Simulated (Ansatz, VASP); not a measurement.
Two plane-wave programs on BN

Contents of INCAR:

```
SYSTEM = BN
  ALGO = Normal
  EDIFF = 1E-6
  ENCUT = 520
  GGA = PE
  ISIF = 2
  ISMEAR = 0
  IVDW = 12
  LASPH = .TRUE.
  LCHARG = .TRUE.
  LELF = .TRUE.
  LREAL = .FALSE.
  LVHAR = .TRUE.
  LWAVE = .FALSE.
  NBANDS = 11
  NELM = 100
  PREC = Accurate
  SIGMA = 0.05
```

File KPOINTS:

```
k-points
0
G
  12 12 12
  0 0 0
```

File POSCAR:

```
BN
1.0
    0.0000000000      3.2392977238      2.1688319106
    1.2538424675      0.0000000000      2.1688319106
    1.2538424675      3.2392977238      0.0000000000
B N
1 1
Direct
    0.0001068737      0.0001068737      0.9998931263
    0.6665931163      0.6665931163      0.3334068837
```

Input for Ansatz:

```yaml
crystal:
  lattice:
    - [0.0, 3.2392977238, 2.1688319106]
    - [1.2538424675, 0.0, 2.1688319106]
    - [1.2538424675, 3.2392977238, 0.0]
  atoms:
    - { symbol: B, position: [0.0001068737, 0.0001068737, 0.9998931263] }
    - { symbol: "N", position: [0.6665931163, 0.6665931163, 0.3334068837] }
basis:
  ecutwfc: 420
kpoints:
  mp_grid: { grid: [12, 12, 12] }
hamiltonian:
  xc: pbe
  dispersion: d3bj
scf:
  occupations: { method: gaussian, width: 0.05 }
output:
  forces: true
  stress: true
  eigenvalues: true
```

Change from the starting cell: strain -0.0300 x Voigt [0, 1, 0, 0, 0, 0], atoms carried along.

Alike in both runs: task single point; functional PBE; dispersion D3(BJ); k mesh 12 × 12 × 12; occupations gaussian, width 0.05 eV; no spin polarisation.

```csv
,VASP,Ansatz
version,VASP 6.6.1,Ansatz 0.2.0
potentials or method,"VASP PAW PBE potentials, release 64 (B, N), cutoff 520 eV","scalar-relativistic, plane waves, PAW"
valence electrons in the cell,8,8
```

|  | VASP | Ansatz | Ansatz less VASP |
| --- | --- | --- | --- |
| gap on the k mesh at the Fermi level (eV) | 3.47 | 3.48 | +0.008 |
| least direct gap on the mesh (eV) | 4.52 | 4.53 | +0.003 |
| pressure (GPa) | 0.3 | 0.3 | -0.09 |
| traceless stress, the component that is largest in VASP (GPa) | 0.56 | 0.77 | +0.211 |
